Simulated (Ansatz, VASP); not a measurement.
# SnO2 in VASP and in Ansatz

INCAR

```
SYSTEM = SnO2
  PREC = Accurate
  ENCUT = 520
  EDIFF = 1E-6
  ISMEAR = 0
  SIGMA = 0.05
  LREAL = .FALSE.
  LASPH = .TRUE.
  NELM = 60
  ALGO = Normal
  ISIF = 2
  LWAVE = .FALSE.
  LCHARG = .FALSE.
  GGA = PE
  IVDW = 12
  NBANDS = 35
```

The input KPOINTS:

```
Automatic mesh
0
G
  12 12 4
  0 0 0
```

The input POSCAR:

```
SnO2
1.0
    3.3193213593      0.0000000000      0.0000000000
   -1.6596606796      2.8746166205      0.0000000000
    0.0000000000      0.0000000000     10.0578756509
Sn O
2 4
Direct
    0.0000000000      0.0000000000      0.5000000000
    0.0000000000      0.0000000000      0.0000000000
    0.6666666667      0.3333333333      0.4017901367
    0.6666666667      0.3333333333      0.0982098633
    0.3333333333      0.6666666667      0.5982098633
    0.3333333333      0.6666666667      0.9017901367
```

Input for Ansatz:

```yaml
crystal:
  lattice:
    - [3.3193213593, 0.0, 0.0]
    - [-1.6596606796, 2.8746166205, 0.0]
    - [0.0, 0.0, 10.0578756509]
  atoms:
    - { symbol: Sn, position: [0.0, 0.0, 0.5] }
    - { symbol: Sn, position: [0.0, 0.0, 0.0] }
    - { symbol: O, position: [0.6666666667, 0.3333333333, 0.4017901367] }
    - { symbol: O, position: [0.6666666667, 0.3333333333, 0.0982098633] }
    - { symbol: O, position: [0.3333333333, 0.6666666667, 0.5982098633] }
    - { symbol: O, position: [0.3333333333, 0.6666666667, 0.9017901367] }
basis:
  ecutwfc: 520.0
kpoints:
  mp_grid: { grid: [12, 12, 4] }
hamiltonian:
  xc: pbe
  dispersion: d3bj
scf:
  occupations: { method: gaussian, width: 0.05 }
output:
  forces: true
  stress: true
  eigenvalues: true
```

Alike in both runs: task single point; functional PBE; dispersion D3(BJ); k mesh 12 × 12 × 4; occupations gaussian, width 0.05 eV; no spin polarisation.

```csv
,VASP,Ansatz
version,VASP 6.6.1,Ansatz 0.2.0
potentials or method,"VASP PAW PBE potentials, release 64 (Sn_d, O), cutoff 520 eV","scalar-relativistic, plane waves, PAW"
valence electrons in the cell,52,52
```

```tsv
	VASP	Ansatz	Ansatz less VASP
gap on the k mesh at the Fermi level (eV)	1.36	1.38	+0.024
least direct gap on the mesh (eV)	1.69	1.71	+0.018
pressure (GPa)	-7.2	-7.6	-0.46
traceless stress, the component that is largest in VASP (GPa)	6.19	6.52	+0.328
rms of the force components (eV/Å)	0.111	0.131	+0.0208
```

Atom by atom the forces differ by 0.021 eV/Å (rms over components).
